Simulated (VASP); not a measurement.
Input of a VASP 6.6.1 run:

Contents of INCAR:

```
PREC = Accurate
ENCUT = 600
EDIFF = 1E-6
ISMEAR = 0
SIGMA = 0.2
LREAL = F
LASPH = T
NELM = 120
ALGO = Normal
ISIF = 2
LWAVE = F
LCHARG = F
GGA = PE
NBANDS = 44
GGA_COMPAT = F
```

File KPOINTS:

```
regular mesh
0
Gamma
  5 5 3
```

POSCAR

```
Cu5Mo
1.0
    4.9736642387      0.0000000035      0.0000000000
   -2.4868321224      4.3073195789      0.0000000000
    0.0000000000      0.0000000000      7.1459644564
Cu Mo
5 1
Direct
    0.0000000000      0.0000000000      0.3344482471
    0.0000000000      0.0000000000      0.6655517529
    0.5000000000      0.0000000000      0.0000000000
    0.0000000000      0.5000000000      0.0000000000
    0.5000000000      0.5000000000      0.0000000000
    0.0000000000      0.0000000000      0.0000000000
```

Potentials or basis: VASP PAW PBE potentials, release 64 (Cu, Mo_sv).

Command:

```bash
$ cat potpaw_PBE.64/Cu/POTCAR potpaw_PBE.64/Mo_sv/POTCAR > POTCAR
$ mpirun -np 1 vasp_std > vasp.out
```

Q: Predict the pressure.

A: 0.2 GPa.

Q: What does it give for the largest force?

A: 0.029 eV/Å.

Q: Predict the band gap on the k mesh.

A: Zero (an odd number of electrons rules out a gap without spin polarisation).

Stress tensor (GPa, compression positive):
```
0.11 0.00 0.00
0.00 0.11 0.00
0.00 0.00 0.47
```
